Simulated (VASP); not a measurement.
# CuGe4 in VASP: notebook

CuGe4 is run at these levels: PBE; tasks: single point, relaxation of the atoms.

Program: VASP 6.6.1. These are calculated values, not measurements. Logs are shortened: lines on timing, memory, paths and dates and some standing lists are left out, and cuts for length are marked.

**1. The cell of the first run**

The cell holds a slab with vacuum, 5 atoms: a = 4.074 Å, b = 4.074 Å, c = 19.856 Å, α = 90.00°, β = 90.00°, γ = 90.00°.

**2. Single point, PBE**

Input file INCAR:

```
SYSTEM = CuGe4
ALGO = Normal
DIPOL = 0.5 0.5 0.338
EDIFF = 1E-6
ENCUT = 520
GGA = PE
IDIPOL = 3
ISIF = 2
ISMEAR = 0
LASPH = .True.
LCHARG = .True.
LDIPOL = .True.
LELF = .True.
LREAL = .False.
LVACPOTAV = .True.
LVHAR = .True.
LWAVE = .False.
NBANDS = 42
NELM = 80
PREC = Accurate
SIGMA = 0.1
```

Input file KPOINTS:

```
k-points
0
Gamma
  7 7 1
  0 0 0
```

Input file POSCAR:

```
CuGe4
1.0
    4.0740542205      0.0000000000      0.0000000000
    0.0000000000      4.0740542205      0.0000000000
    0.0000000000      0.0000000000     19.8557568590
Ge Cu
4 1
Direct
    0.0000000000      0.5000000000      0.2014529100
    0.0000000000      0.0000000000      0.2739958855
    0.5000000000      0.0000000000      0.3493666156
    0.5000000000      0.5000000000      0.4208228837
    0.8750000000      1.0000000000      0.4429277159
```

Potentials or basis: VASP PAW PBE potentials, release 64 (Ge_d, Cu).

On the command line:

```
cat potpaw_PBE.64/Ge_d/POTCAR potpaw_PBE.64/Cu/POTCAR > POTCAR
mpirun -np 1 vasp_std > vasp.out
```

OUTCAR:

```text
SYSTEM = CuGe4
   EDIFF = 1E-6
   ENCUT = 520
   GGA = PE
   ISIF = 2
   ISMEAR = 0
   LASPH = .True.
   LREAL = .False.
   NELM = 80
   PREC = Accurate

 ion  position               nearest neighbor table
   1  0.000  0.500  0.201-   2 2.49   2 2.49
   2  0.000  0.000  0.274-   1 2.49   1 2.49   3 2.53   3 2.53
   3  0.500  0.000  0.349-   5 2.41   4 2.48   4 2.48   2 2.53   2 2.53
   4  0.500  0.500  0.421-   3 2.48   3 2.48   5 2.58   5 2.58
   5  0.875  0.000  0.443-   3 2.41   4 2.58   4 2.58

  LATTYP: Found a simple tetragonal cell.
 ALAT       =     4.0740542205
 C/A-ratio  =     4.8737095248

  Lattice vectors:

 A1 = (   4.0740542205,   0.0000000000,   0.0000000000)
 A2 = (   0.0000000000,   4.0740542205,   0.0000000000)
 A3 = (   0.0000000000,   0.0000000000,  19.8557568590)

Analysis of symmetry for initial positions (statically):
=====================================================================
 Subroutine PRICEL returns:
 Original cell was already a primitive cell.

 Routine SETGRP: Setting up the symmetry group for a
 simple tetragonal supercell.

 Subroutine GETGRP returns: Found  2 space group operations
 (whereof  2 operations were pure point group operations)
 out of a pool of 16 trial point group operations.

The static configuration has the point symmetry C_1h.

Analysis of symmetry for dynamics (positions and initial velocities):
=====================================================================
 Subroutine PRICEL returns:
 Original cell was already a primitive cell.

 Routine SETGRP: Setting up the symmetry group for a
 simple tetragonal supercell.

 Subroutine GETGRP returns: Found  2 space group operations
 (whereof  2 operations were pure point group operations)
 out of a pool of 16 trial point group operations.

The dynamic configuration has the point symmetry C_1h.

 Subroutine INISYM returns: Found  2 space group operations
 (whereof  2 operations are pure point group operations),
 and found     1 'primitive' translations

----------------------------------------------------------------------------------------

                                     Primitive cell

  volume of cell :     329.5642

  direct lattice vectors                    reciprocal lattice vectors
     4.074054220  0.000000000  0.000000000     0.245455742  0.000000000  0.000000000
     0.000000000  4.074054220  0.000000000     0.000000000  0.245455742  0.000000000
     0.000000000  0.000000000 19.855756859     0.000000000  0.000000000  0.050363228

  length of vectors
     4.074054220  4.074054220 19.855756859     0.245455742  0.245455742  0.050363228

  position of ions in fractional coordinates (direct lattice)
     0.000000000  0.500000000  0.201452910
     0.000000000  0.000000000  0.273995885
     0.500000000  0.000000000  0.349366616
     0.500000000  0.500000000  0.420822884
     0.875000000  0.000000000  0.442927716

  ion indices of the primitive-cell ions
   primitive index   ion index
                 1           1
                 2           2
                 3           3
                 4           4
                 5           5

----------------------------------------------------------------------------------------

 KPOINTS: k-points

Automatic generation of k-mesh.
 Grid dimensions read from file:
 generate k-points for:    7    7    1

 Generating k-lattice:

  Cartesian coordinates                     Fractional coordinates (reciprocal lattice)
     0.035065106  0.000000000  0.000000000     0.142857143  0.000000000  0.000000000
     0.000000000  0.035065106  0.000000000     0.000000000  0.142857143  0.000000000
     0.000000000  0.000000000  0.050363228     0.000000000  0.000000000  1.000000000

  Length of vectors
     0.035065106  0.035065106  0.050363228

  Shift w.r.t. Gamma in fractional coordinates (k-lattice)
     0.000000000  0.000000000  0.000000000

 Subroutine IBZKPT returns following result:
 ===========================================

 Found     16 irreducible k-points:

 Following reciprocal coordinates:
            Coordinates               Weight
  0.000000  0.000000  0.000000      1.000000
  0.142857  0.000000  0.000000      2.000000
  0.000000  0.142857  0.000000      2.000000
  0.285714  0.000000  0.000000      2.000000
  0.000000  0.285714  0.000000      2.000000
  0.428571  0.000000  0.000000      2.000000
[... 8 lines left out ...]
 -0.285714  0.428571  0.000000      4.000000
  0.428571  0.428571  0.000000      4.000000
   k-points           NKPTS =     16   k-points in BZ     NKDIM =     16   number of bands    NBANDS=     42
   number of dos      NEDOS =    301   number of ions     NIONS =      5
   total plane-waves  NPLWV = 135000
   dimension x,y,z NGX =    30 NGY =   30 NGZ =  150
   dimension x,y,z NGXF=    60 NGYF=   60 NGZF=  300
   ions per type =               4   1
   NGX,Y,Z   is equivalent  to a cutoff of  12.24, 12.24, 12.56 a.u.
   NGXF,Y,Z  is equivalent  to a cutoff of  24.48, 24.48, 25.12 a.u.
 SYSTEM =  CuGe4
   PREC   = accura    normal or accurate (medium, high low for compatibility)
   ISTART =      0    job   : 0-new  1-cont  2-samecut
   ICHARG =      2    charge: 1-file 2-atom 10-const
   ISPIN  =      1    spin polarized calculation?
   LNONCOLLINEAR =      F non collinear calculations
   LSORBIT =      F    spin-orbit coupling
   LASPH  =      T    aspherical Exc in radial PAW
   ENCUT  =  520.0 eV  38.22 Ry    6.18 a.u.   7.58  7.58 36.92*2*pi/ulx,y,z
   NELM   =     80;   NELMIN=  2; NELMDL= -5     # of ELM steps
   EDIFF  = 0.1E-05   stopping-criterion for ELM
   LREAL  =      F    real-space projection
   EDIFFG = 0.1E-04   stopping-criterion for IOM
   NSW    =      0    number of steps for IOM
   IBRION =     -1    ionic relax: 0-MD 1-quasi-New 2-CG
   NFREE  =      0    steps in history (QN), initial steepest desc. (CG)
   ISIF   =      2    stress and relaxation
   ISYM   =      2    0-nonsym 1-usesym 2-fastsym
   POTIM  = 0.5000    time-step for ionic-motion
   TEBEG  =    0.0;   TEEND  =   0.0 temperature during run
   PSTRESS=    0.0 pullay stress
   NELECT =      67.0000    total number of electrons
   NUPDOWN=      -1.0000    fix difference up-down
   EMIN   =  10.00;   EMAX   =-10.00  energy-range for DOS
   EFERMI =   0.00;   METHOD = LEGACY
   ISMEAR =     0;   SIGMA  =   0.10  broadening in eV -4-tet -1-fermi 0-gaus
   EFERMI_NEDOS =   21; number of points for ismear=-14 and -15
   IALGO  =     38    algorithm
   IMIX   =      4    mixing-type and parameters
     AMIX     =   0.40;   BMIX     =  1.00
     AMIX_MAG =   1.60;   BMIX_MAG =  1.00
  volume/ion in A,a.u.               =      65.91       444.80
  Fermi-wavevector in a.u.,A,eV,Ry     =   0.962616  1.819080 12.607561  0.926630
  Thomas-Fermi vector in A             =   2.092090
   LORBIT       =      0    0 simple, 1 ext, 2 COOP (PROOUT), +10 PAW based schemes
   GGA     = PE    functional components
   LHFCALC =     F    Hartree Fock is set to
   AEXX    =    0.0000 exact exchange contribution
   IVDW    =     0    specifies the selected vdW correction
   LEPSILON=     F    determine dielectric tensor
   LRPA    =     F    only Hartree local field effects (RPA)
 non-spin polarized calculation
 Gauss-broadening in eV      SIGMA  =   0.10
  energy-cutoff  :      520.00
  volume of cell :      329.56
 maximum number of plane-waves:      8917
   NGX = 15   NGY = 15   NGZ = 73

 dipolmoment           0.000000      0.000000      0.088769 electrons x Angstroem

 number of electron      66.9999953 magnetization

 dipolmoment           0.000000      0.000000     -0.024439 electrons x Angstroem

 Free energy of the ion-electron system (eV)
  ---------------------------------------------------
  ext. energy  EPLUGINS =         0.00000000
  ---------------------------------------------------
  free energy    TOTEN  =       -18.46630964 eV

  energy without entropy =      -18.45378284  energy(sigma->0) =      -18.46004624

 E-fermi :  -1.6001     XC(G=0):  -4.1315

 val. band max:       -1.6127197853   @ k =   0.4286   0.1429   0.0000
 cond. band min:      -1.5733854717   @ k =   0.4286   0.0000   0.0000
 fundamental gap:      0.0393343136
 Fermi energy:        -1.6000964154

 k-point     1 :       0.0000    0.0000    0.0000
  band No.  band energies     occupation
      1     -26.2078      2.00000
      2     -26.2050      2.00000
      3     -26.1735      2.00000
      4     -26.1498      2.00000
      5     -26.1123      2.00000
      6     -25.9742      2.00000
[... 34 lines left out ...]
     41       2.4908      0.00000
     42       2.9410      0.00000

 k-point     2 :       0.1429    0.0000    0.0000
  band No.  band energies     occupation
      1     -26.2072      2.00000
      2     -26.2053      2.00000
      3     -26.1698      2.00000
      4     -26.1509      2.00000
      5     -26.1127      2.00000
      6     -25.9732      2.00000
[... 34 lines left out ...]
     41       3.0589      0.00000
     42       3.2027      0.00000

 k-point     3 :       0.0000    0.1429    0.0000
  band No.  band energies     occupation
      1     -26.2090      2.00000
      2     -26.2073      2.00000
      3     -26.1686      2.00000
      4     -26.1510      2.00000
      5     -26.1113      2.00000
      6     -25.9817      2.00000
[... 34 lines left out ...]
     41       2.8598      0.00000
     42       3.0410      0.00000

 k-point     4 :       0.2857    0.0000    0.0000
  band No.  band energies     occupation
      1     -26.2060      2.00000
      2     -26.2024      2.00000
      3     -26.1648      2.00000
      4     -26.1543      2.00000
      5     -26.1134      2.00000
      6     -25.9704      2.00000
[... 484 lines left out ...]
     41       4.1013      0.00000
     42       4.3702      0.00000

 k-point    15 :      -0.2857    0.4286    0.0000
  band No.  band energies     occupation
      1     -26.2072      2.00000
      2     -26.2016      2.00000
      3     -26.1716      2.00000
      4     -26.1493      2.00000
      5     -26.1088      2.00000
      6     -25.9892      2.00000
[... 34 lines left out ...]
     41       3.9170      0.00000
     42       4.5356      0.00000

 k-point    16 :       0.4286    0.4286    0.0000
  band No.  band energies     occupation
      1     -26.2026      2.00000
      2     -26.1983      2.00000
      3     -26.1776      2.00000
      4     -26.1473      2.00000
      5     -26.1095      2.00000
      6     -25.9877      2.00000
[... 34 lines left out ...]
     41       4.0613      0.00000
     42       4.5321      0.00000

------------------------ aborting loop because EDIFF is reached ----------------------------------------

  FORCE on cell =-STRESS in cart. coord.  units (eV):
  Direction    XX          YY          ZZ          XY          YZ          ZX
  --------------------------------------------------------------------------------------
  -------------------------------------------------------------------------------------
  Total       -2.6041216     -1.5813849      1.5927152      0.0000000      0.0000000      0.6244752
  in kB      -12.6599440     -7.6879068      7.7429893      0.0000000      0.0000000      3.0358878
  external PRESSURE =      -4.2016205 kB  Pullay stress =       0.0000000 kB

 VOLUME and BASIS-vectors are now :
 -----------------------------------------------------------------------------
  energy-cutoff  :      520.00
  volume of cell :      329.56
      direct lattice vectors                 reciprocal lattice vectors
     4.074054220  0.000000000  0.000000000     0.245455742  0.000000000  0.000000000
     0.000000000  4.074054220  0.000000000     0.000000000  0.245455742  0.000000000
     0.000000000  0.000000000 19.855756859     0.000000000  0.000000000  0.050363228

 POSITION                                       TOTAL-FORCE (eV/Angst)
 -----------------------------------------------------------------------------------
      0.00000      2.03703      4.00000         0.017929      0.000000      0.108634
      0.00000      0.00000      5.44040        -0.005515      0.000000     -0.292101
      2.03703      0.00000      6.93694        -0.324905      0.000000     -0.874895
      2.03703      2.03703      8.35576        -0.203300      0.000000      1.030205
      3.56480      0.00000      8.79467         0.515790      0.000000      0.028157
 -----------------------------------------------------------------------------------
    total drift:                                0.000096      0.000000      0.004145

  FREE ENERGIE OF THE ION-ELECTRON SYSTEM (eV)
  ---------------------------------------------------
  free  energy   TOTEN  =       -18.4663096408 eV

  energy  without entropy=      -18.4537828414  energy(sigma->0) =      -18.46004624

 vacuum level on the upper side and lower side of the slab         2.877         3.144
```

It took 7.3 min on 1 thread of Intel Xeon 6975P-C (Granite Rapids), shared host; peak memory 0.45 GiB.

What came out:

| Item | Value |
| --- | --- |
| Free energy | -18.4663 eV |
| Largest force | 1.050 eV/Å |
| Band gap on the k mesh | zero (an odd number of electrons rules out a gap without spin polarisation) |

Forces on the atoms (eV/Å):
```
Ge   0.018  0.000  0.109
Ge  -0.006  0.000 -0.292
Ge  -0.325  0.000 -0.875
Ge  -0.203  0.000  1.030
Cu   0.516  0.000  0.028
```

**3. Single point, PBE**

Input file INCAR:

```
SYSTEM = CuGe4
PREC = Accurate ; ENCUT = 520
EDIFF = 1E-6 ; ISMEAR = 0
SIGMA = 0.1 ; LREAL = .FALSE.
LASPH = .TRUE. ; NELM = 100
ALGO = Normal ; ISIF = 2
LWAVE = .FALSE. ; LCHARG = .FALSE.
LDIPOL = .TRUE. ; IDIPOL = 3
DIPOL = 0.5 0.5 0.333 ; GGA = PE
NBANDS = 42
```

Input file KPOINTS:

```
regular mesh
0
G
  7 7 1
  0 0 0
```

Changes to POSCAR since step 2:

```diff
@@ -12,2 +12,2 @@
     0.5000000000      0.5000000000      0.4208228837
-    0.8750000000      1.0000000000      0.4429277159
+    1.0000000000      0.8750000000      0.4175221868
```

Potentials or basis: VASP PAW PBE potentials, release 64 (Ge_d, Cu).

On the command line:

```
cat potpaw_PBE.64/Ge_d/POTCAR potpaw_PBE.64/Cu/POTCAR > POTCAR
mpirun -np 1 vasp_std > vasp.out
```

It took 8.9 min on 1 thread of Intel Xeon 6975P-C (Granite Rapids), shared host; peak memory 0.44 GiB.

Results (log left out):

```yaml
Free_energy: -18.8564 eV
Largest_force: 0.927 eV/Å
Band_gap_on_the_k_mesh: zero (an odd number of electrons rules out a gap without spin polarisation)
```

Forces on the atoms (eV/Å):
```
Ge   0.000  0.055  0.007
Ge   0.000 -0.002 -0.508
Ge   0.000  0.451 -0.462
Ge   0.000 -0.017  0.927
Cu   0.000 -0.488  0.035
```

Levels at points of the mesh, in eV from the Fermi level:
| k point | band 29 | band 30 | band 31 | band 32 | band 33 | band 34 | band 35 | band 36 | band 37 | band 38 |
| --- | --- | --- | --- | --- | --- | --- | --- | --- | --- | --- |
| (0.00, 0.00, 0.00) | -2.51 | -1.74 | -1.59 | -0.63 | -0.04 | 0.51 | 0.61 | 1.52 | 1.83 | 2.88 |

[end of part 1 of 2]
